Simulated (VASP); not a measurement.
# SnO2 (Pnnm) in VASP: further runs

The runs below take SnO2 through single point, with LDA.

All numbers are computed with VASP 6.6.1; they aren't measurements. Logs are shortened: lines on timing, memory, paths and dates and some standing lists are left out, and cuts for length are marked.

## 1. The cell of the first run

The typed cell holds 6 atoms: a = 4.650 Å, b = 4.653 Å, c = 3.238 Å, α = 90.00°, β = 90.00°, γ = 90.00°.

## 2. Single point, LDA (strain -0.015 along x and y, +0.015 along z)

INCAR

```
SYSTEM = SnO2
ALGO = Normal ; EDIFF = 1E-6
ENCUT = 520 ; ISIF = 2
ISMEAR = 0 ; LASPH = .TRUE.
LCHARG = .TRUE. ; LELF = .TRUE.
LREAL = .FALSE. ; LVHAR = .TRUE.
LWAVE = .FALSE. ; NBANDS = 35
NELM = 100 ; PREC = Accurate
SIGMA = 0.05
```

KPOINTS

```
k-points
0
G
  6 6 8
  0 0 0
```

POSCAR

```
SnO2
1.0
    4.6504524040      0.0000000000      0.0000000000
    0.0000000000      4.6533827826      0.0000000000
    0.0000000000      0.0000000000      3.2378696909
Sn O
2 4
Direct
    0.5000000000      0.5000000000      0.5000000000
    0.0000000000      0.0000000000      0.0000000000
    0.3055669685      0.3065721192      0.0000000000
    0.8055669685      0.1934278808      0.5000000000
    0.1944330315      0.8065721192      0.5000000000
    0.6944330315      0.6934278808      0.0000000000
```

Potentials or basis: VASP PAW LDA potentials, release 64 (Sn_d, O).

Launch:

```sh
$ cat potpaw_LDA.64/Sn_d/POTCAR potpaw_LDA.64/O/POTCAR > POTCAR
$ mpirun -np 1 vasp_std > vasp.out
```

OUTCAR:

```text
SYSTEM = SnO2
   EDIFF = 1E-6
   ENCUT = 520
   ISIF = 2
   ISMEAR = 0
   LASPH = .TRUE.
   LREAL = .FALSE.
   NELM = 100
   PREC = Accurate

 ion  position               nearest neighbor table
   1  0.500  0.500  0.500-   4 2.01   5 2.01   3 2.06   6 2.06   3 2.06   6 2.06   2 3.67   2 3.67
                             2 3.67   2 3.67   2 3.67   2 3.67   2 3.67   2 3.67
   2  0.000  0.000  0.000-   3 2.01   6 2.01   5 2.06   4 2.06   4 2.06   5 2.06   1 3.67   1 3.67
                             1 3.67   1 3.67   1 3.67   1 3.67   1 3.67   1 3.67
   3  0.306  0.307  0.000-   2 2.01   1 2.06   1 2.06
   4  0.806  0.193  0.500-   1 2.01   2 2.06   2 2.06
   5  0.194  0.807  0.500-   1 2.01   2 2.06   2 2.06
   6  0.694  0.693  0.000-   2 2.01   1 2.06   1 2.06

  LATTYP: Found a simple orthorhombic cell.
 ALAT       =     3.2378696909
 B/A-ratio  =     1.4362691671
 C/A-ratio  =     1.4371742000

  Lattice vectors:

 A1 = (   0.0000000000,   0.0000000000,   3.2378696909)
 A2 = (   4.6504524040,   0.0000000000,   0.0000000000)
 A3 = (   0.0000000000,   4.6533827826,   0.0000000000)

Analysis of symmetry for initial positions (statically):
=====================================================================
 Subroutine PRICEL returns:
 Original cell was already a primitive cell.

 Routine SETGRP: Setting up the symmetry group for a
 simple orthorhombic supercell.

 Subroutine GETGRP returns: Found  8 space group operations
 (whereof  4 operations were pure point group operations)
 out of a pool of  8 trial point group operations.

The static configuration has the point symmetry C_2h.
 The point group associated with its full space group is D_2h.

Analysis of symmetry for dynamics (positions and initial velocities):
=====================================================================
 Subroutine PRICEL returns:
 Original cell was already a primitive cell.

 Routine SETGRP: Setting up the symmetry group for a
 simple orthorhombic supercell.

 Subroutine GETGRP returns: Found  8 space group operations
 (whereof  4 operations were pure point group operations)
 out of a pool of  8 trial point group operations.

The dynamic configuration has the point symmetry C_2h.
 The point group associated with its full space group is D_2h.

 Subroutine INISYM returns: Found  8 space group operations
 (whereof  4 operations are pure point group operations),
 and found     1 'primitive' translations

----------------------------------------------------------------------------------------

                                     Primitive cell

[... 97 lines left out ...]
   NELM   =    100;   NELMIN=  2; NELMDL= -5     # of ELM steps
   EDIFF  = 0.1E-05   stopping-criterion for ELM
   LREAL  =      F    real-space projection
[... 7 lines left out ...]
   TEBEG  =    0.0;   TEEND  =   0.0 temperature during run
   PSTRESS=    0.0 pullay stress
   NELECT =      52.0000    total number of electrons
   NUPDOWN=      -1.0000    fix difference up-down
   EMIN   =  10.00;   EMAX   =-10.00  energy-range for DOS
   EFERMI =   0.00;   METHOD = LEGACY
   ISMEAR =     0;   SIGMA  =   0.05  broadening in eV -4-tet -1-fermi 0-gaus
   EFERMI_NEDOS =   21; number of points for ismear=-14 and -15
   IALGO  =     38    algorithm
   IMIX   =      4    mixing-type and parameters
     AMIX     =   0.40;   BMIX     =  1.00
     AMIX_MAG =   1.60;   BMIX_MAG =  1.00
  volume/ion in A,a.u.               =      11.68        78.81
  Fermi-wavevector in a.u.,A,eV,Ry     =   1.482182  2.800918 29.890137  2.196863
  Thomas-Fermi vector in A             =   2.596000
   LORBIT       =      0    0 simple, 1 ext, 2 COOP (PROOUT), +10 PAW based schemes
   GGA     = CA    functional components
   LHFCALC =     F    Hartree Fock is set to
   AEXX    =    0.0000 exact exchange contribution
   IVDW    =     0    specifies the selected vdW correction
   LEPSILON=     F    determine dielectric tensor
   LRPA    =     F    only Hartree local field effects (RPA)
 non-spin polarized calculation
 Gauss-broadening in eV      SIGMA  =   0.05
  energy-cutoff  :      520.00
  volume of cell :       70.07
 maximum number of plane-waves:      1904
 NGX is ok and might be reduce to    36
   NGX = 17   NGY = 17   NGZ = 13

 number of electron      52.0000005 magnetization

 Free energy of the ion-electron system (eV)
  ---------------------------------------------------
  ext. energy  EPLUGINS =         0.00000000
  ---------------------------------------------------
  free energy    TOTEN  =       -42.24051787 eV

  energy without entropy =      -42.24051787  energy(sigma->0) =      -42.24051787

 E-fermi :   6.3728     XC(G=0): -11.9231

 val. band max:        6.1188363966   @ k =   0.0000   0.0000   0.0000
 cond. band min:       7.4137181337   @ k =   0.0000   0.0000   0.0000
 fundamental gap:      1.2948817371
 Fermi energy:         6.3727683414

 k-point     1 :       0.0000    0.0000    0.0000
  band No.  band energies     occupation
      1     -14.9038      2.00000
      2     -14.0308      2.00000
      3     -13.8052      2.00000
      4     -13.7857      2.00000
      5     -13.7855      2.00000
      6     -13.7771      2.00000
[... 901 lines left out ...]
     34      18.3216      0.00000
     35      18.5643      0.00000

 [... further k-points ...]

------------------------ aborting loop because EDIFF is reached ----------------------------------------

  FORCE on cell =-STRESS in cart. coord.  units (eV):
  Direction    XX          YY          ZZ          XY          YZ          ZX
  --------------------------------------------------------------------------------------
  -------------------------------------------------------------------------------------
  Total        2.3394434      2.3353946     -0.1401192      0.0000000      0.0000000      0.0000000
  in kB       53.4933470     53.4007687     -3.2039446      0.0000000      0.0000000      0.0000000
  external PRESSURE =      34.5633904 kB  Pullay stress =       0.0000000 kB

 VOLUME and BASIS-vectors are now :
 -----------------------------------------------------------------------------
  energy-cutoff  :      520.00
  volume of cell :       70.07
      direct lattice vectors                 reciprocal lattice vectors
     4.650452404  0.000000000  0.000000000     0.215032843  0.000000000  0.000000000
     0.000000000  4.653382783  0.000000000     0.000000000  0.214897430  0.000000000
     0.000000000  0.000000000  3.237869691     0.000000000  0.000000000  0.308845042

 POSITION                                       TOTAL-FORCE (eV/Angst)
 -----------------------------------------------------------------------------------
      2.32523      2.32669      1.61893         0.000000      0.000000      0.000000
      0.00000      0.00000      0.00000         0.000000      0.000000      0.000000
      1.42102      1.42660      0.00000         0.057028      0.055501      0.000000
      3.74625      0.90009      1.61893         0.057028     -0.055501      0.000000
      0.90420      3.75329      1.61893        -0.057028      0.055501     -0.000000
      3.22943      3.22679      0.00000        -0.057028     -0.055501     -0.000000
 -----------------------------------------------------------------------------------
    total drift:                                0.000000      0.000000      0.000000

  FREE ENERGIE OF THE ION-ELECTRON SYSTEM (eV)
  ---------------------------------------------------
  free  energy   TOTEN  =       -42.2405178723 eV

  energy  without entropy=      -42.2405178723  energy(sigma->0) =      -42.24051787
```

OSZICAR:

```text
N       E                     dE             d eps       ncg     rms          rms(c)
DAV:   1     0.638207130655E+03    0.63821E+03   -0.25535E+04  6206   0.235E+03
DAV:   2     0.552059384441E+02   -0.58300E+03   -0.54957E+03  6024   0.621E+02
DAV:   3    -0.432145904892E+02   -0.98421E+02   -0.96669E+02  6095   0.211E+02
DAV:   4    -0.483510499779E+02   -0.51365E+01   -0.50997E+01  7132   0.519E+01
DAV:   5    -0.484857536181E+02   -0.13470E+00   -0.13450E+00  7041   0.885E+00    0.160E+01
DAV:   6    -0.423027362920E+02    0.61830E+01   -0.16982E+01  8987   0.644E+01    0.646E+00
DAV:   7    -0.423351358236E+02   -0.32400E-01   -0.20174E+00  6461   0.796E+00    0.322E+00
DAV:   8    -0.422552745384E+02    0.79861E-01   -0.21639E-01  8672   0.445E+00    0.727E-01
DAV:   9    -0.422403920968E+02    0.14882E-01   -0.34876E-02  9104   0.317E+00    0.132E-01
DAV:  10    -0.422405008950E+02   -0.10880E-03   -0.34358E-03  7120   0.466E-01    0.510E-02
DAV:  11    -0.422405176935E+02   -0.16799E-04   -0.14801E-04  8997   0.130E-01    0.209E-02
DAV:  12    -0.422405205975E+02   -0.29041E-05   -0.14832E-05  6717   0.284E-02    0.132E-02
DAV:  13    -0.422405178010E+02    0.27966E-05   -0.89476E-06  7013   0.456E-02    0.147E-03
DAV:  14    -0.422405178723E+02   -0.71374E-07   -0.84750E-07  3691   0.814E-03
   1 F= -.42240518E+02 E0= -.42240518E+02  d E =-.615787E-15
```

stdout:

```text
POSCAR found type information on POSCAR SnO
 POSCAR found :  2 types and       6 ions
 scaLAPACK will be used
 LDA part: xc-table for (Slater(with rela. corr.)+CA(PZ))
 , standard interpolation
 POSCAR, INCAR and KPOINTS ok, starting setup
 FFT: planning ... GRIDC
 FFT: planning ... GRID_SOFT
 FFT: planning ... GRID
 WAVECAR not read
 entering main loop
```

Wall time 2.4 min (1 thread of Intel Xeon Platinum 8259CL at 2.50GHz (Skylake/Cascade Lake), shared host); peak memory 0.26 GiB.

Results:

| Item | Value |
| --- | --- |
| Free energy | -42.2405 eV |
| Pressure | 3.5 GPa |
| Largest force | 0.080 eV/Å |
| Band gap on the k mesh | 1.29 eV |

Forces on the atoms (eV/Å):
```
Sn   0.000  0.000  0.000
Sn   0.000  0.000  0.000
O    0.057  0.056  0.000
O    0.057 -0.056  0.000
O   -0.057  0.056  0.000
O   -0.057 -0.056  0.000
```

Stress tensor (GPa, compression positive):
```
 5.35  0.00  0.00
 0.00  5.34  0.00
 0.00  0.00 -0.32
```

Levels at points of the mesh, in eV from the valence-band top:
```
           k point  band 22  band 23  band 24  band 25  band 26  band 27  band 28  band 29  band 30  band 31
(0.00, 0.00, 0.00)    -1.32    -1.32    -0.78    -0.78     0.00     1.29     5.83     5.95     5.96    10.03
(0.50, 0.00, 0.00)    -2.02    -1.28    -1.28    -0.63    -0.63     4.49     4.49     6.71     6.71    11.18
(0.00, 0.50, 0.00)    -2.03    -1.28    -1.28    -0.63    -0.63     4.50     4.50     6.73     6.73    11.17
(0.50, 0.50, 0.00)    -2.13    -1.42    -1.42    -0.86    -0.86     4.82     4.82     7.32     7.32    11.13
(0.00, 0.00, 0.50)    -2.69    -1.78    -1.78    -1.29    -1.29     6.22     6.22     9.73     9.73    10.18
(0.50, 0.00, 0.50)    -1.81    -1.12    -1.12    -0.63    -0.63     6.55     6.55     8.19     8.19    10.63
(0.00, 0.50, 0.50)    -1.80    -1.13    -1.13    -0.63    -0.63     6.54     6.54     8.18     8.18    10.65
(0.50, 0.50, 0.50)    -2.29    -0.96    -0.96    -0.81    -0.81     4.91     4.91     8.74     8.74    10.66
```

Caveat: the cell differs from its parent crystal (strain -0.015 along x and y, +0.015 along z); the cell stands under pressure; spin-orbit coupling is left out, which moves the levels of the heavy elements.

(Part 1 of 2 ends here.)
